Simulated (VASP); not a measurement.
# LuSc2N3 (P6mm) in VASP: single point with PBE

Aim: the single point of LuSc2N3 with PBE.

Program: VASP 6.6.1. These are calculated values, not measurements. Logs are shortened: lines on timing, memory, paths and dates and some standing lists are left out, and cuts for length are marked.

### 1 The cell of the first run

The structure is hexagonal, space group P6mm (No. 183). Conventional cell: a = 4.142 Å, b = 4.142 Å, c = 6.882 Å, α = 90.00°, β = 90.00°, γ = 120.00°. Within 3.3 Å of Lu (site symmetry 6mm) lie 6 Sc at 2.50 Å and 7 N at 2.66 to 2.76 Å. Sc (site symmetry 3m) has 1 N at 1.91 Å and 3 Sc at 2.39 Å within 2.5 Å. Within 2.5 Å of N (site symmetry 3m) lie 1 Sc at 1.91 Å and 3 N at 2.39 Å. Within 3.6 Å of N (site symmetry 6mm) lie 1 Lu at 2.76 Å and 6 Sc at 3.13 Å.

### 2 Single point, PBE

INCAR reads:

```
PREC = Accurate
ENCUT = 520
EDIFF = 1E-6
ISMEAR = 0
SIGMA = 0.1
LREAL = False
LASPH = True
NELM = 80
ALGO = Normal
ISIF = 2
LWAVE = False
LCHARG = False
GGA = PE
NBANDS = 40
```

KPOINTS reads:

```
Automatic mesh
0
Gamma
  6 6 4
```

POSCAR reads:

```
LuSc2N3
1.0
    4.1416969500      0.0000000000      0.0000000000
   -2.0708484700      3.5868147700      0.0000000000
    0.0000000000      0.0000000000      6.8824521900
Lu Sc N
1 2 3
Direct
    0.0000000000      0.0000000000      0.3859283400
    0.3333333300      0.6666666700      0.2795171400
    0.6666666700      0.3333333300      0.2795171400
    0.3333333300      0.6666666700      0.5563771600
    0.6666666700      0.3333333300      0.5563771600
    0.0000000000      0.0000000000      0.9855454700
```

Potentials or basis: VASP PAW PBE potentials, release 64 (Lu, Sc_sv, N).

Run with:

```
$ cat potpaw_PBE.64/Lu/POTCAR potpaw_PBE.64/Sc_sv/POTCAR potpaw_PBE.64/N/POTCAR > POTCAR
$ mpirun -np 1 vasp_std > vasp.out
```

OUTCAR:

```text
PREC = Accurate
   ENCUT = 520
   EDIFF = 1E-6
   ISMEAR = 0
   LREAL = False
   LASPH = True
   NELM = 80
   ISIF = 2
   GGA = PE

 ion  position               nearest neighbor table
   1  0.000  0.000  0.386-   2 2.50   3 2.50   2 2.50   3 2.50   3 2.50   2 2.50   4 2.66   5 2.66
                             5 2.66   4 2.66   5 2.66   4 2.66   6 2.76
   2  0.333  0.667  0.280-   4 1.91   3 2.39   3 2.39   3 2.39   1 2.50   1 2.50   1 2.50
   3  0.667  0.333  0.280-   5 1.91   2 2.39   2 2.39   2 2.39   1 2.50   1 2.50   1 2.50
   4  0.333  0.667  0.556-   2 1.91   1 2.66   1 2.66   1 2.66
   5  0.667  0.333  0.556-   3 1.91   1 2.66   1 2.66   1 2.66
   6  0.000  0.000  0.986-   1 2.76

  LATTYP: Found a hexagonal cell.
 ALAT       =     4.1416969500
 C/A-ratio  =     1.6617469296

  Lattice vectors:

 A1 = (   4.1416969500,   0.0000000000,   0.0000000000)
 A2 = (  -2.0708484700,   3.5868147700,   0.0000000000)
 A3 = (   0.0000000000,   0.0000000000,   6.8824521900)

Analysis of symmetry for initial positions (statically):
=====================================================================
 Subroutine PRICEL returns:
 Original cell was already a primitive cell.

 Routine SETGRP: Setting up the symmetry group for a
 hexagonal supercell.

 Subroutine GETGRP returns: Found 12 space group operations
 (whereof 12 operations were pure point group operations)
 out of a pool of 24 trial point group operations.

The static configuration has the point symmetry C_6v.

Analysis of symmetry for dynamics (positions and initial velocities):
=====================================================================
 Subroutine PRICEL returns:
 Original cell was already a primitive cell.

 Routine SETGRP: Setting up the symmetry group for a
 hexagonal supercell.

 Subroutine GETGRP returns: Found 12 space group operations
 (whereof 12 operations were pure point group operations)
 out of a pool of 24 trial point group operations.

The dynamic configuration has the point symmetry C_6v.

 Subroutine INISYM returns: Found 12 space group operations
 (whereof 12 operations are pure point group operations),
 and found     1 'primitive' translations

----------------------------------------------------------------------------------------

                                     Primitive cell

  volume of cell :     102.2423
[... 93 lines left out ...]
   EDIFF  = 0.1E-05   stopping-criterion for ELM
   LREAL  =      F    real-space projection
   EDIFFG = 0.1E-04   stopping-criterion for IOM
   NSW    =      0    number of steps for IOM
   IBRION =     -1    ionic relax: 0-MD 1-quasi-New 2-CG
   NFREE  =      0    steps in history (QN), initial steepest desc. (CG)
   ISIF   =      2    stress and relaxation
   ISYM   =      2    0-nonsym 1-usesym 2-fastsym
   POTIM  = 0.5000    time-step for ionic-motion
   TEBEG  =    0.0;   TEEND  =   0.0 temperature during run
   PSTRESS=    0.0 pullay stress
   NELECT =      62.0000    total number of electrons
   NUPDOWN=      -1.0000    fix difference up-down
   EMIN   =  10.00;   EMAX   =-10.00  energy-range for DOS
   EFERMI =   0.00;   METHOD = LEGACY
   ISMEAR =     0;   SIGMA  =   0.10  broadening in eV -4-tet -1-fermi 0-gaus
   EFERMI_NEDOS =   21; number of points for ismear=-14 and -15
   IALGO  =     38    algorithm
   IMIX   =      4    mixing-type and parameters
     AMIX     =   0.40;   BMIX     =  1.00
     AMIX_MAG =   1.60;   BMIX_MAG =  1.00
  volume/ion in A,a.u.               =      17.04       114.99
  Fermi-wavevector in a.u.,A,eV,Ry     =   1.385677  2.618549 26.124544  1.920100
  Thomas-Fermi vector in A             =   2.510064
   LORBIT       =      0    0 simple, 1 ext, 2 COOP (PROOUT), +10 PAW based schemes
   GGA     = PE    functional components
   LHFCALC =     F    Hartree Fock is set to
   AEXX    =    0.0000 exact exchange contribution
   IVDW    =     0    specifies the selected vdW correction
   LEPSILON=     F    determine dielectric tensor
   LRPA    =     F    only Hartree local field effects (RPA)
 non-spin polarized calculation
 Gauss-broadening in eV      SIGMA  =   0.10
  energy-cutoff  :      520.00
  volume of cell :      102.24
 maximum number of plane-waves:      2779
 NGX is ok and might be reduce to    32
   NGX = 15   NGY = 15   NGZ = 25

 number of electron      61.9999989 magnetization

 Free energy of the ion-electron system (eV)
  ---------------------------------------------------
  ext. energy  EPLUGINS =         0.00000000
  ---------------------------------------------------
  free energy    TOTEN  =       -25.89611844 eV

  energy without entropy =      -25.84163822  energy(sigma->0) =      -25.86887833

 E-fermi :   1.2671     XC(G=0):  -9.6722

 val. band max:        1.2635419376   @ k =   0.1667   0.0000   0.0000
 cond. band min:       1.3068854373   @ k =   0.3333   0.0000   0.2500
 fundamental gap:      0.0433434997
 Fermi energy:         1.2670975472

 k-point     1 :       0.0000    0.0000    0.0000
  band No.  band energies     occupation
      1     -54.4935      2.00000
      2     -47.2874      2.00000
      3     -46.4438      2.00000
      4     -26.9341      2.00000
      5     -26.9341      2.00000
      6     -26.4891      2.00000
[... 892 lines left out ...]
     39       5.0051      0.00000
     40       7.1083      0.00000

------------------------ aborting loop because EDIFF is reached ----------------------------------------

  FORCE on cell =-STRESS in cart. coord.  units (eV):
  Direction    XX          YY          ZZ          XY          YZ          ZX
  --------------------------------------------------------------------------------------
  -------------------------------------------------------------------------------------
  Total       24.1796453     24.1796453     -7.0576916      0.0000000      0.0000000      0.0000000
  in kB      378.9047398    378.9047390   -110.5968577      0.0000005      0.0000000      0.0000000
  external PRESSURE =     215.7375404 kB  Pullay stress =       0.0000000 kB

 VOLUME and BASIS-vectors are now :
 -----------------------------------------------------------------------------
  energy-cutoff  :      520.00
  volume of cell :      102.24
      direct lattice vectors                 reciprocal lattice vectors
     4.141696950  0.000000000  0.000000000     0.241446927  0.139399448  0.000000000
    -2.070848470  3.586814770  0.000000000     0.000000000  0.278798897  0.000000000
     0.000000000  0.000000000  6.882452190     0.000000000  0.000000000  0.145297050

 POSITION                                       TOTAL-FORCE (eV/Angst)
 -----------------------------------------------------------------------------------
      0.00000      0.00000      2.65613         0.000000      0.000000      5.993336
     -0.00000      2.39121      1.92376        -0.000000     -0.000000     -5.527795
      2.07085      1.19560      1.92376        -0.000000     -0.000000     -5.527795
     -0.00000      2.39121      3.82924        -0.000000     -0.000000     -0.076530
      2.07085      1.19560      3.82924        -0.000000      0.000000     -0.076530
      0.00000      0.00000      6.78297        -0.000000     -0.000000      5.215315
 -----------------------------------------------------------------------------------
    total drift:                                0.000000      0.000000     -0.001433

  FREE ENERGIE OF THE ION-ELECTRON SYSTEM (eV)
  ---------------------------------------------------
  free  energy   TOTEN  =       -25.8961184429 eV

  energy  without entropy=      -25.8416382218  energy(sigma->0) =      -25.86887833
```

stdout:

```text
POSCAR found type information on POSCAR LuScN
 POSCAR found :  3 types and       6 ions
 scaLAPACK will be used
 LDA part: xc-table for (Slater+PW92), standard interpolation
 POSCAR, INCAR and KPOINTS ok, starting setup
 FFT: planning ... GRIDC
 FFT: planning ... GRID_SOFT
 FFT: planning ... GRID
 WAVECAR not read
 entering main loop
```

Wall time 1.9 min (1 thread of Intel Xeon Platinum 8375C at 2.90GHz (Ice Lake), shared host); peak memory 0.28 GiB.

Results:

| Quantity | Value |
| --- | --- |
| Free energy | -25.8961 eV |
| Pressure | 21.6 GPa |
| Largest force | 5.993 eV/Å |
| Band gap on the k mesh | zero (band 31 reaches 1.53 eV, above the bottom of band 32 at 0.69 eV) |

Forces on the atoms (eV/Å):
```
Lu   0.000  0.000  5.993
Sc   0.000  0.000 -5.528
Sc   0.000  0.000 -5.528
N    0.000  0.000 -0.077
N    0.000  0.000 -0.077
N    0.000  0.000  5.215
```

Caveat: spin-orbit coupling is left out, which moves the levels of the heavy elements; forces of over 1 eV/Å act on the atoms, so gaps and moduli don't describe the material at rest.
